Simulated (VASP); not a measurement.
# ZnSe (F-43m) in VASP: a series of runs

The runs below take ZnSe through single point, relaxation of cell and atoms, with PBEsol.

All numbers are computed with VASP 6.6.1; they aren't measurements. Logs are shortened: lines on timing, memory, paths and dates and some standing lists are left out, and cuts for length are marked.

**1. The cell of the first run**

The structure is cubic, space group F-43m (No. 216). Conventional cell: a = 5.016 Å, b = 5.016 Å, c = 5.016 Å, α = 90.00°, β = 90.00°, γ = 90.00°. Within 2.9 Å of Zn (site symmetry -43m) lie 4 Se at 2.17 Å. Within 2.9 Å of Se (site symmetry -43m) lie 4 Zn at 2.17 Å.

**2. Single point, PBEsol**

INCAR

```
PREC = Accurate
ENCUT = 520
EDIFF = 1E-6
ISMEAR = 0
SIGMA = 0.01
LREAL = F
LASPH = T
NELM = 60
ALGO = Normal
ISIF = 2
LWAVE = F
LCHARG = T
GGA = PS
LELF = T
LVHAR = T
NBANDS = 16
```

KPOINTS

```
Automatic mesh
0
Gamma
  8 8 8
```

POSCAR

```
ZnSe
1.0
    0.0000000000      2.5079009203      2.5079009203
    2.5079009203      0.0000000000      2.5079009203
    2.5079009203      2.5079009203      0.0000000000
Zn Se
1 1
Direct
    0.0000000000      0.0000000000      0.0000000000
    0.7500000000      0.7500000000      0.7500000000
```

Potentials or basis: VASP PAW PBE potentials, release 64 (Zn, Se).

Launch:

```console
> cat potpaw_PBE.64/Zn/POTCAR potpaw_PBE.64/Se/POTCAR > POTCAR
> mpirun -np 1 vasp_std > vasp.out
```

OUTCAR:

```text
PREC = Accurate
   ENCUT = 520
   EDIFF = 1E-6
   ISMEAR = 0
   LREAL = F
   LASPH = T
   NELM = 60
   ISIF = 2
   GGA = PS

 ion  position               nearest neighbor table
   1  0.000  0.000  0.000-   2 2.17   2 2.17   2 2.17   2 2.17
   2  0.750  0.750  0.750-   1 2.17   1 2.17   1 2.17   1 2.17

  LATTYP: Found a face centered cubic cell.
 ALAT       =     5.0158018406

  Lattice vectors:

 A1 = (   0.0000000000,   2.5079009203,   2.5079009203)
 A2 = (   2.5079009203,   0.0000000000,   2.5079009203)
 A3 = (   2.5079009203,   2.5079009203,   0.0000000000)

Analysis of symmetry for initial positions (statically):
=====================================================================
 Subroutine PRICEL returns:
 Original cell was already a primitive cell.

 Routine SETGRP: Setting up the symmetry group for a
 face centered cubic supercell.

 Subroutine GETGRP returns: Found 24 space group operations
 (whereof 24 operations were pure point group operations)
 out of a pool of 48 trial point group operations.

The static configuration has the point symmetry T_d .

Analysis of symmetry for dynamics (positions and initial velocities):
=====================================================================
 Subroutine PRICEL returns:
 Original cell was already a primitive cell.

 Routine SETGRP: Setting up the symmetry group for a
 face centered cubic supercell.

 Subroutine GETGRP returns: Found 24 space group operations
 (whereof 24 operations were pure point group operations)
 out of a pool of 48 trial point group operations.

The dynamic configuration has the point symmetry T_d .

 Subroutine INISYM returns: Found 24 space group operations
 (whereof 24 operations are pure point group operations),
 and found     1 'primitive' translations

----------------------------------------------------------------------------------------

                                     Primitive cell

  volume of cell :      31.5472

  direct lattice vectors                    reciprocal lattice vectors
     0.000000000  2.507900920  2.507900920    -0.199369918  0.199369918  0.199369918
     2.507900920  0.000000000  2.507900920     0.199369918 -0.199369918  0.199369918
     2.507900920  2.507900920  0.000000000     0.199369918  0.199369918 -0.199369918

  length of vectors
     3.546707495  3.546707495  3.546707495     0.345318827  0.345318827  0.345318827

  position of ions in fractional coordinates (direct lattice)
     0.000000000  0.000000000  0.000000000
     0.750000000  0.750000000  0.750000000

[... 76 lines left out ...]
   EDIFF  = 0.1E-05   stopping-criterion for ELM
   LREAL  =      F    real-space projection
   EDIFFG = 0.1E-04   stopping-criterion for IOM
   NSW    =      0    number of steps for IOM
   IBRION =     -1    ionic relax: 0-MD 1-quasi-New 2-CG
   NFREE  =      0    steps in history (QN), initial steepest desc. (CG)
   ISIF   =      2    stress and relaxation
   ISYM   =      2    0-nonsym 1-usesym 2-fastsym
   POTIM  = 0.5000    time-step for ionic-motion
   TEBEG  =    0.0;   TEEND  =   0.0 temperature during run
   PSTRESS=    0.0 pullay stress
   NELECT =      18.0000    total number of electrons
   NUPDOWN=      -1.0000    fix difference up-down
   EMIN   =  10.00;   EMAX   =-10.00  energy-range for DOS
   EFERMI =   0.00;   METHOD = LEGACY
   ISMEAR =     0;   SIGMA  =   0.01  broadening in eV -4-tet -1-fermi 0-gaus
   EFERMI_NEDOS =   21; number of points for ismear=-14 and -15
   IALGO  =     38    algorithm
   IMIX   =      4    mixing-type and parameters
     AMIX     =   0.40;   BMIX     =  1.00
     AMIX_MAG =   1.60;   BMIX_MAG =  1.00
  volume/ion in A,a.u.               =      15.77       106.45
  Fermi-wavevector in a.u.,A,eV,Ry     =   1.357830  2.565926 25.085080  1.843701
  Thomas-Fermi vector in A             =   2.484715
   LORBIT       =      0    0 simple, 1 ext, 2 COOP (PROOUT), +10 PAW based schemes
   GGA     = PS    functional components
   LHFCALC =     F    Hartree Fock is set to
   AEXX    =    0.0000 exact exchange contribution
   IVDW    =     0    specifies the selected vdW correction
   LEPSILON=     F    determine dielectric tensor
   LRPA    =     F    only Hartree local field effects (RPA)
 non-spin polarized calculation
 Gauss-broadening in eV      SIGMA  =   0.01
  energy-cutoff  :      520.00
  volume of cell :       31.55
 maximum number of plane-waves:       877
 NGX is ok and might be reduce to    28
   NGX = 13   NGY = 13   NGZ = 13

 number of electron      18.0000013 magnetization

 Free energy of the ion-electron system (eV)
  ---------------------------------------------------
  ext. energy  EPLUGINS =         0.00000000
  ---------------------------------------------------
  free energy    TOTEN  =        -5.23918634 eV

  energy without entropy =       -5.23918634  energy(sigma->0) =       -5.23918634

 E-fermi :   5.4732     XC(G=0): -11.2948

 val. band max:        5.4297008439   @ k =   0.0000   0.0000   0.0000
 cond. band min:       7.1858911941   @ k =   0.5000   0.5000   0.0000
 fundamental gap:      1.7561903503
 Fermi energy:         5.4732023240

 k-point     1 :       0.0000    0.0000    0.0000
  band No.  band energies     occupation
      1     -11.0089      2.00000
      2      -3.2629      2.00000
      3      -3.2629      2.00000
      4      -3.2629      2.00000
      5      -2.4779      2.00000
      6      -2.4779      2.00000
[... 433 lines left out ...]
      3      -3.0182      2.00000
      4      -2.7090      2.00000
      5      -2.4757      2.00000
      6      -2.1219      2.00000
[... 8 lines left out ...]
     15      19.1190      0.00000
     16      20.8469      0.00000

 [... further k-points ...]

------------------------ aborting loop because EDIFF is reached ----------------------------------------

  FORCE on cell =-STRESS in cart. coord.  units (eV):
  Direction    XX          YY          ZZ          XY          YZ          ZX
  --------------------------------------------------------------------------------------
  -------------------------------------------------------------------------------------
  Total       10.0416193     10.0416193     10.0416193     -0.0000000     -0.0000000     -0.0000000
  in kB      509.9800809    509.9800809    509.9800809     -0.0000000     -0.0000000     -0.0000000
  external PRESSURE =     509.9800809 kB  Pullay stress =       0.0000000 kB

 VOLUME and BASIS-vectors are now :
 -----------------------------------------------------------------------------
  energy-cutoff  :      520.00
  volume of cell :       31.55
      direct lattice vectors                 reciprocal lattice vectors
     0.000000000  2.507900920  2.507900920    -0.199369918  0.199369918  0.199369918
     2.507900920  0.000000000  2.507900920     0.199369918 -0.199369918  0.199369918
     2.507900920  2.507900920  0.000000000     0.199369918  0.199369918 -0.199369918

 POSITION                                       TOTAL-FORCE (eV/Angst)
 -----------------------------------------------------------------------------------
      0.00000      0.00000      0.00000         0.000000     -0.000000      0.000000
      3.76185      3.76185      3.76185        -0.000000      0.000000     -0.000000
 -----------------------------------------------------------------------------------
    total drift:                               -0.000003     -0.000003     -0.000002

  FREE ENERGIE OF THE ION-ELECTRON SYSTEM (eV)
  ---------------------------------------------------
  free  energy   TOTEN  =        -5.2391863355 eV

  energy  without entropy=       -5.2391863355  energy(sigma->0) =       -5.23918634
```

It used 28 s of CPU time on 1 thread of AMD EPYC 7R13 Processor (Zen 3), with other jobs on the host.

Results:

```yaml
Free_energy: -5.2392 eV
Pressure: 51.0 GPa
Band_gap_on_the_k_mesh: 1.76 eV, indirect (least direct gap 2.81 eV)
```

Caveat: the PAW data sets were made with another functional, which shifts forces and pressure a little. A k mesh can miss the band edges.

(Part 1 of 2 ends here.)
